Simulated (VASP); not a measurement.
A run of VASP 6.6.1 is set up as follows.

INCAR

```
PREC = Accurate
ENCUT = 520
EDIFF = 1E-6
ISMEAR = 0
SIGMA = 0.1
LREAL = F
LASPH = T
NELM = 100
ALGO = Fast
ISIF = 2
LWAVE = F
LCHARG = F
GGA = PE
NBANDS = 10
```

The input KPOINTS:

```
regular mesh
0
Gamma
  8 8 8
```

The input POSCAR:

```
Ir
1.0
    0.0000000000      1.9384136824      1.9384136824
    1.9384136824      0.0000000000      1.9384136824
    1.9384136824      1.9384136824      0.0000000000
Ir
1
Direct
    0.0000000000      0.0000000000      0.0000000000
```

Potentials or basis: VASP PAW PBE potentials, release 64 (Ir).

The run is started by

```sh
$ cat potpaw_PBE.64/Ir/POTCAR > POTCAR
$ mpirun -np 1 vasp_std > vasp.out
```

(1) Predict the pressure.

Answers

(1) 0.1 GPa.
